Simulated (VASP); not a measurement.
Wanted: the native input for a VASP 6.6.1 run.

```yaml
Task: single point
Functional: PBE
Potentials_or_basis: VASP PAW PBE potentials, release 64 (Tl_d, Cu)
Cutoff: 520 eV
k_mesh: 5 × 5 × 5
Occupations: fermi-dirac, width 0.05 eV
Spin: no spin polarisation
Dipole_correction: no
Further_INCAR_settings: ALGO = Fast; EDIFF = 1e-06; NBANDS = 33
```

The structure of Tl3Cu lies in POSCAR:

```
Tl3Cu
1.0
    4.7641679800      0.0000000000      0.0000000000
    0.0000000000      4.7641679800      0.0000000000
    0.0000000000      0.0000000000      4.7169980000
Tl Cu
3 1
Direct
    0.5000000000      0.5000000000      0.0000000000
    0.5000000000      0.0000000000      0.5000000000
    0.0000000000      0.5000000000      0.5000000000
    0.0000000000      0.0000000000      0.0000000000
```

These files were run (other wordings do the same):

INCAR

```
PREC = Accurate
ENCUT = 520
EDIFF = 1E-6
ISMEAR = -1
SIGMA = 0.05
LREAL = F
LASPH = T
NELM = 100
ALGO = Fast
ISIF = 2
LWAVE = F
LCHARG = F
GGA = PE
NBANDS = 33
```

KPOINTS

```
regular mesh
0
Gamma
  5 5 5
```

Potentials or basis: VASP PAW PBE potentials, release 64 (Tl_d, Cu).

Run with:

```sh
$ cat potpaw_PBE.64/Tl_d/POTCAR potpaw_PBE.64/Cu/POTCAR > POTCAR
$ mpirun -np 1 vasp_std > vasp.out
```

It gave:

```yaml
Pressure: -0.7 GPa
Band_gap_on_the_k_mesh: zero (bands 25 and 26 overlap by 2.38 eV)
```

Caveat: spin-orbit coupling is left out, which moves the levels of the heavy elements.

It took 36 s on 1 thread of Intel(R) Xeon(R) Platinum 8488C (Sapphire Rapids), with other jobs on the host, peak memory 0.23 GiB.
